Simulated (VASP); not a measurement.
# CaO (Fm-3m) in VASP: G0W0 quasiparticle levels with PBE

Aim: the G0W0 quasiparticle levels of CaO with PBE.

All numbers are computed with VASP 6.6.1; they aren't measurements. Logs are shortened: lines on timing, memory, paths and dates and some standing lists are left out, and cuts for length are marked.

### Step 1. The cell of the first run

Symmetry: Fm-3m, No. 225, cubic system. Conventional cell: a = 4.555 Å, b = 4.555 Å, c = 4.555 Å, α = 90.00°, β = 90.00°, γ = 90.00°. Within 3.0 Å of Ca (site symmetry m-3m) lie 6 O at 2.28 Å. Within 3.0 Å of O (site symmetry m-3m) lie 6 Ca at 2.28 Å.

### Step 2. G0W0 quasiparticle levels, PBE

Contents of POSCAR:

```
CaO
1.0
    0.0000000000      2.2776726047      2.2776726047
    2.2776726047      0.0000000000      2.2776726047
    2.2776726047      2.2776726047      0.0000000000
Ca O
1 1
Direct
    0.0000000000      0.0000000000      0.0000000000
    0.5000000000      0.5000000000      0.5000000000
```

Contents of INCAR.step1:

```
ALGO = Normal
EDIFF = 1E-8
ENCUT = 500
GGA = PE
ISMEAR = 0
LASPH = T
LCHARG = F
LREAL = F
LWAVE = T
NELM = 60
PREC = Accurate
SIGMA = 0.01
```

Contents of INCAR.step2:

```
ALGO = Exact
EDIFF = 1E-8
ENCUT = 500
GGA = PE
ISMEAR = 0
ISTART = 1
LASPH = T
LCHARG = F
LOPTICS = T
LREAL = F
LWAVE = T
NBANDS = 106
NELM = 1
PREC = Accurate
SIGMA = 0.01
```

Contents of INCAR.step3:

```
ALGO = EVGW0
EDIFF = 1E-8
ENCUT = 500
ENCUTGW = 150.0
GGA = PE
ISMEAR = 0
ISTART = 1
LASPH = T
LCHARG = F
LREAL = F
LWAVE = F
NBANDS = 106
NBANDSGW = 16
NELMGW = 1
NOMEGA = 96
OMEGAMAX = 20
PREC = Accurate
PRECFOCK = Fast
SIGMA = 0.01
```

Contents of KPOINTS:

```
k-points
0
Gamma
  6 6 6
```

Potentials or basis: VASP PAW PBE potentials, release 64 (Ca_sv_GW, O_GW).

The run is started by

```bash
$ cat potpaw_PBE.64/Ca_sv_GW/POTCAR potpaw_PBE.64/O_GW/POTCAR > POTCAR
$ cp INCAR.step1 INCAR
$ mpirun -np 1 vasp_std > vasp.out
$ cp INCAR.step2 INCAR
$ mpirun -np 1 vasp_std > vasp.out
$ cp INCAR.step3 INCAR
$ mpirun -np 1 vasp_std > vasp.out
```

OUTCAR:

```text
EDIFF = 1E-8
   ENCUT = 500
   ENCUTGW = 150.0
   GGA = PE
   ISMEAR = 0
   ISTART = 1
   LASPH = T
   LREAL = F
   NELMGW = 1
   PREC = Accurate
   PRECFOCK = Fast

 ion  position               nearest neighbor table
   1  0.000  0.000  0.000-   2 2.28   2 2.28   2 2.28   2 2.28   2 2.28   2 2.28
   2  0.500  0.500  0.500-   1 2.28   1 2.28   1 2.28   1 2.28   1 2.28   1 2.28

  LATTYP: Found a face centered cubic cell.
 ALAT       =     4.5553452094

  Lattice vectors:

 A1 = (   0.0000000000,   2.2776726047,   2.2776726047)
 A2 = (   2.2776726047,   0.0000000000,   2.2776726047)
 A3 = (   2.2776726047,   2.2776726047,   0.0000000000)

Analysis of symmetry for initial positions (statically):
=====================================================================
 Subroutine PRICEL returns:
 Original cell was already a primitive cell.

 Routine SETGRP: Setting up the symmetry group for a
 face centered cubic supercell.

 Subroutine GETGRP returns: Found 48 space group operations
 (whereof 48 operations were pure point group operations)
 out of a pool of 48 trial point group operations.

The static configuration has the point symmetry O_h .

Analysis of symmetry for dynamics (positions and initial velocities):
=====================================================================
 Subroutine PRICEL returns:
 Original cell was already a primitive cell.

 Routine SETGRP: Setting up the symmetry group for a
 face centered cubic supercell.

 Subroutine GETGRP returns: Found 48 space group operations
 (whereof 48 operations were pure point group operations)
 out of a pool of 48 trial point group operations.

The dynamic configuration has the point symmetry O_h .

 Subroutine INISYM returns: Found 48 space group operations
 (whereof 48 operations are pure point group operations),
 and found     1 'primitive' translations

----------------------------------------------------------------------------------------

                                     Primitive cell

  volume of cell :      23.6322

  direct lattice vectors                    reciprocal lattice vectors
     0.000000000  2.277672605  2.277672605    -0.219522331  0.219522331  0.219522331
     2.277672605  0.000000000  2.277672605     0.219522331 -0.219522331  0.219522331
     2.277672605  2.277672605  0.000000000     0.219522331  0.219522331 -0.219522331

  length of vectors
     3.221115488  3.221115488  3.221115488     0.380223831  0.380223831  0.380223831

  position of ions in fractional coordinates (direct lattice)
     0.000000000  0.000000000  0.000000000
     0.500000000  0.500000000  0.500000000

  ion indices of the primitive-cell ions
   primitive index   ion index
                 1           1
                 2           2

----------------------------------------------------------------------------------------

 KPOINTS: k-points

Automatic generation of k-mesh.
 Grid dimensions read from file:
 generate k-points for:    6    6    6

 Generating k-lattice:

  Cartesian coordinates                     Fractional coordinates (reciprocal lattice)
    -0.036587055  0.036587055  0.036587055     0.166666667  0.000000000  0.000000000
     0.036587055 -0.036587055  0.036587055     0.000000000  0.166666667  0.000000000
     0.036587055  0.036587055 -0.036587055     0.000000000  0.000000000  0.166666667

  Length of vectors
     0.063370639  0.063370639  0.063370639

  Shift w.r.t. Gamma in fractional coordinates (k-lattice)
     0.000000000  0.000000000  0.000000000

 Subroutine IBZKPT returns following result:
 ===========================================

 Found     16 irreducible k-points:

 Following reciprocal coordinates:
            Coordinates               Weight
  0.000000  0.000000  0.000000      1.000000
  0.166667  0.000000  0.000000      8.000000
  0.333333  0.000000  0.000000      8.000000
  0.500000  0.000000  0.000000      4.000000
  0.166667  0.166667  0.000000      6.000000
  0.333333  0.166667  0.000000     24.000000
[... 8 lines left out ...]
 -0.333333  0.333333  0.166667     24.000000
 -0.333333  0.500000  0.166667     12.000000
   k-points           NKPTS =     16   k-points in BZ     NKDIM =    216   number of bands    NBANDS=    106
   number of dos      NEDOS =    301   number of ions     NIONS =      2
   total plane-waves  NPLWV =  13824
   dimension x,y,z NGX =    24 NGY =   24 NGZ =   24
   dimension x,y,z NGXF=    48 NGYF=   48 NGZF=   48
   ions per type =               1   1
   NGX,Y,Z   is equivalent  to a cutoff of  12.39, 12.39, 12.39 a.u.
   NGXF,Y,Z  is equivalent  to a cutoff of  24.77, 24.77, 24.77 a.u.
 SYSTEM =  unknown system
   PREC   = accura    normal or accurate (medium, high low for compatibility)
   ISTART =      1    job   : 0-new  1-cont  2-samecut
   ICHARG =      0    charge: 1-file 2-atom 10-const
   ISPIN  =      1    spin polarized calculation?
   LNONCOLLINEAR =      F non collinear calculations
   LSORBIT =      F    spin-orbit coupling
   LASPH  =      T    aspherical Exc in radial PAW
   ENCUT  =  500.0 eV  36.75 Ry    6.06 a.u.   5.87  5.87  5.87*2*pi/ulx,y,z
   NELM   =     60;   NELMIN=  2; NELMDL=  0     # of ELM steps
   EDIFF  = 0.1E-07   stopping-criterion for ELM
   LREAL  =      F    real-space projection
   EDIFFG = 0.1E-06   stopping-criterion for IOM
   NSW    =      0    number of steps for IOM
   IBRION =     -1    ionic relax: 0-MD 1-quasi-New 2-CG
   NFREE  =      0    steps in history (QN), initial steepest desc. (CG)
   ISIF   =      0    stress and relaxation
   ISYM   =      3    0-nonsym 1-usesym 2-fastsym
   POTIM  = 0.5000    time-step for ionic-motion
   TEBEG  =    0.0;   TEEND  =   0.0 temperature during run
   PSTRESS=    0.0 pullay stress
   NELECT =      16.0000    total number of electrons
   NUPDOWN=      -1.0000    fix difference up-down
   EMIN   =  10.00;   EMAX   =-10.00  energy-range for DOS
   EFERMI =   0.00;   METHOD = LEGACY
   ISMEAR =     0;   SIGMA  =   0.01  broadening in eV -4-tet -1-fermi 0-gaus
   EFERMI_NEDOS =   21; number of points for ismear=-14 and -15
   IALGO  =     38    algorithm
   IMIX   =      4    mixing-type and parameters
     AMIX     =   0.40;   BMIX     =  1.00
     AMIX_MAG =   1.60;   BMIX_MAG =  1.00
  volume/ion in A,a.u.               =      11.82        79.74
  Fermi-wavevector in a.u.,A,eV,Ry     =   1.437519  2.716517 28.115899  2.066460
  Thomas-Fermi vector in A             =   2.556587
   LORBIT       =      0    0 simple, 1 ext, 2 COOP (PROOUT), +10 PAW based schemes
   GGA     = PE    functional components
   LHFCALC =     T    Hartree Fock is set to
   PRECFOCK=fast      Normal, Fast or Accurate (Low or Medium for compatibility)
   ENCUT4O =  -1.0   cutoff for four orbital integrals eV
   NKREDX  =     1    reduce k-point grid by
   NKREDY  =     1    reduce k-point grid by
   NKREDZ  =     1    reduce k-point grid by
   AEXX    =    1.0000 exact exchange contribution
   HFSCREEN=    0.0000 screening length (either q_TF or 0.3 A-1)
   HFSCREENC=   0.0000 screening length for correlation (either q_TF or 0.3 A-1)
   ENCUTFOCK=  -1.0 apply spherical cutoff to Coloumb kernel
   IVDW    =     0    specifies the selected vdW correction
   LEPSILON=     F    determine dielectric tensor
   LRPA    =     F    only Hartree local field effects (RPA)
   LRPAFORCE           =     F    calculate RPA forces
   ENCUTGW             = 150.0    cutoff for response function in eV
   ENCUTGWSOFT         = 120.0    soft cutoff for Coulomb kernel in GW response function in eV
   ENCUTLF             =  -1.0    cutoff for local field effects
   NELMGW              =     1    number of iterations in solving QP/BSE equation
   NELMHF              =     1    number of iterations in the inner HF iteration
   NKREDLFX            =     1    NKREDLFY  =   1   NKREDLFZ  =   1
 non-spin polarized calculation
 Gauss-broadening in eV      SIGMA  =   0.01
  energy-cutoff  :      500.00
  volume of cell :       23.63
 maximum number of plane-waves:       612
  NGX = 14; NGY = 14; NGZ = 14
   NGX = 11   NGY = 11   NGZ = 11
 maximum number of plane-waves:       113
 NGX is ok and might be reduce to    14

 QP shifts <psi_nk| G(iteration)W_0 |psi_nk>: iteration 1
 for sc-GW calculations column KS-energies equals QP-energies in previous step
 and V_xc(KS)=  KS-energies - (<T + V_ion + V_H > + <T+V_H+V_ion>^1  + <V_x>^1)

 k-point   1 :       0.0000    0.0000    0.0000
  band No.  KS-energies  QP-energies   sigma(KS)   V_xc(KS)     V^pw_x(r,r')   Z            occupation Imag(sigma)

      1     -31.0115     -32.5767     -22.9960     -20.5500     -34.3993       0.6399       2.0000       0.7564
      2     -11.6143     -13.8603     -23.2739     -20.2597     -28.2493       0.7452       2.0000       0.1757
      3     -11.6143     -13.8603     -23.2739     -20.2597     -28.2493       0.7452       2.0000       0.1757
      4     -11.6143     -13.8603     -23.2739     -20.2597     -28.2493       0.7452       2.0000       0.1757
      5      -9.8098     -11.8742     -22.2523     -19.4105     -30.9712       0.7265       2.0000       0.6928
      6       6.0188       5.0913     -20.7628     -19.5553     -24.9219       0.7682       2.0000       0.0534
[... 8 lines left out ...]
     15      22.0159      22.2119      -7.1431      -7.3723      -1.6813       0.8550       0.0000      -0.6021
     16      30.9646      33.5650     -11.5774     -15.1162      -5.3937       0.7348       0.0000      -0.7266

 k-point   2 :       0.1667    0.0000    0.0000
  band No.  KS-energies  QP-energies   sigma(KS)   V_xc(KS)     V^pw_x(r,r')   Z            occupation Imag(sigma)

      1     -30.9602     -32.5208     -23.0253     -20.5972     -34.4332       0.6427       2.0000       0.7476
      2     -12.3527     -14.3841     -22.3854     -19.5050     -28.4675       0.7053       2.0000       0.2398
      3     -11.6337     -13.8760     -23.2489     -20.2368     -28.2230       0.7444       2.0000       0.1671
      4     -11.6337     -13.8760     -23.2489     -20.2368     -28.2230       0.7444       2.0000       0.1671
      5      -9.0804     -11.1519     -23.0335     -20.1773     -30.7582       0.7253       2.0000       0.6397
      6       5.0742       4.0232     -19.4232     -18.0418     -23.4487       0.7608       2.0000       0.0563
[... 8 lines left out ...]
     15      23.2234      24.0462      -8.6447      -9.6452      -2.8927       0.8225       0.0000      -0.6304
     16      29.5006      31.5423     -10.3970     -12.6283      -4.4895       0.9150       0.0000      -0.9052

 k-point   3 :       0.3333    0.0000    0.0000
  band No.  KS-energies  QP-energies   sigma(KS)   V_xc(KS)     V^pw_x(r,r')   Z            occupation Imag(sigma)

      1     -30.8560     -32.4040     -23.0840     -20.6961     -34.5050       0.6483       2.0000       0.7271
      2     -13.2706     -15.1813     -21.6229     -18.8724     -28.3508       0.6946       2.0000       0.3191
      3     -11.6725     -13.9108     -23.2010     -20.1932     -28.1733       0.7442       2.0000       0.1492
      4     -11.6725     -13.9108     -23.2010     -20.1932     -28.1733       0.7442       2.0000       0.1492
      5      -8.1759     -10.2673     -23.6702     -20.8563     -30.9031       0.7432       2.0000       0.6726
      6       3.6200       2.4052     -18.0208     -16.4035     -22.1563       0.7511       2.0000       0.0760
[... 8 lines left out ...]
     15      23.2494      24.9255     -11.9351     -14.1155      -5.7866       0.7687       0.0000      -0.5045
     16      26.5172      27.8154     -10.3339     -11.8691      -4.5621       0.8457       0.0000      -0.6139

 k-point   4 :       0.5000    0.0000    0.0000
  band No.  KS-energies  QP-energies   sigma(KS)   V_xc(KS)     V^pw_x(r,r')   Z            occupation Imag(sigma)

      1     -30.8028     -32.3445     -23.1136     -20.7477     -34.5428       0.6517       2.0000       0.7155
      2     -13.6307     -15.5090     -21.3576     -18.6488     -28.2649       0.6934       2.0000       0.3574
      3     -11.6916     -13.9276     -23.1779     -20.1722     -28.1495       0.7439       2.0000       0.1399
      4     -11.6916     -13.9276     -23.1779     -20.1722     -28.1495       0.7439       2.0000       0.1399
      5      -7.8173      -9.8754     -23.8980     -21.1198     -31.0175       0.7408       2.0000       0.6886
      6       3.0011       1.7351     -17.5207     -15.8162     -21.7569       0.7428       2.0000       0.0882
[... 8 lines left out ...]
     15      22.6298      24.4963     -13.4747     -15.9170      -7.2624       0.7642       0.0000      -0.4336
     16      24.6691      25.4840      -9.4277     -10.3940      -4.0950       0.8433       0.0000      -0.3868
[... 184 lines left out ...]
      1     -30.7902     -32.3301     -23.1274     -20.7586     -34.5522       0.6501       2.0000       0.7292
      2     -13.0084     -14.9904     -21.8444     -19.0109     -28.2352       0.6995       2.0000       0.2907
      3     -12.0521     -14.2994     -22.8371     -19.7885     -27.9205       0.7372       2.0000       0.2230
      4     -11.8403     -14.0814     -23.0284     -20.0072     -28.0754       0.7418       2.0000       0.1767
      5      -8.5704     -10.7558     -23.4165     -20.5699     -30.9154       0.7677       2.0000       0.7038
      6       3.9910       2.8058     -18.7374     -17.1597     -22.9484       0.7512       2.0000       0.0705
[... 8 lines left out ...]
     15      23.4818      24.4852     -10.8146     -12.0490      -5.2753       0.8129       0.0000      -0.3450
     16      23.7113      25.4454     -12.0385     -14.2831      -5.8183       0.7726       0.0000      -0.5560

 k-point  15 :      -0.3333    0.3333    0.1667
  band No.  KS-energies  QP-energies   sigma(KS)   V_xc(KS)     V^pw_x(r,r')   Z            occupation Imag(sigma)

      1     -30.7559     -32.2913     -23.1482     -20.7920     -34.5772       0.6517       2.0000       0.7259
      2     -12.9987     -14.9891     -21.8664     -19.0282     -28.2161       0.7013       2.0000       0.2918
      3     -12.1738     -14.4239     -22.7046     -19.6432     -27.8139       0.7350       2.0000       0.2316
      4     -11.9544     -14.1838     -22.9122     -19.8901     -28.0402       0.7377       2.0000       0.1922
      5      -8.5551     -10.7685     -23.4368     -20.5937     -30.9309       0.7785       2.0000       0.7103
      6       4.0892       2.9278     -18.7438     -17.2009     -22.9286       0.7527       2.0000       0.0695
[... 8 lines left out ...]
     15      22.0081      23.5410     -12.5963     -14.5376      -6.7410       0.7896       0.0000      -0.3625
     16      23.2438      24.5944     -11.4878     -13.1828      -5.6770       0.7968       0.0000      -0.4214

 k-point  16 :      -0.3333    0.5000    0.1667
  band No.  KS-energies  QP-energies   sigma(KS)   V_xc(KS)     V^pw_x(r,r')   Z            occupation Imag(sigma)

      1     -30.7408     -32.2752     -23.1603     -20.8063     -34.5886       0.6518       2.0000       0.7314
      2     -12.4830     -14.7247     -22.4001     -19.3152     -27.6024       0.7267       2.0000       0.2726
      3     -12.3921     -14.4386     -22.4058     -19.5174     -28.3942       0.7085       2.0000       0.2254
      4     -12.1636     -14.4131     -22.7313     -19.6729     -27.8463       0.7355       2.0000       0.2358
      5      -8.9913     -11.2828     -23.1806     -20.2833     -30.9476       0.7909       2.0000       0.7085
      6       4.7561       3.7046     -19.6454     -18.2500     -23.8835       0.7535       2.0000       0.0627
[... 8 lines left out ...]
     15      22.0597      23.1477     -11.2754     -12.6069      -5.8527       0.8171       0.0000      -0.2557
     16      23.6276      25.2932     -12.4114     -14.5655      -6.1480       0.7732       0.0000      -0.5667
```

Wall time 6.2 min (1 thread of AMD EPYC 9R45 (Zen 5), shared host); peak memory 0.47 GiB.

Results:

* Quasiparticle gap: 5.70 eV
* Least direct quasiparticle gap: 6.09 eV
* Band gap of the starting levels on the mesh: 3.55 eV
* Least direct gap of the starting levels on the mesh: 3.87 eV

Caveat: the k points lie up to 0.40 Å⁻¹ apart; bands, screening cutoff and mesh are small and nothing is extrapolated, so the quasiparticle values aren't converged.
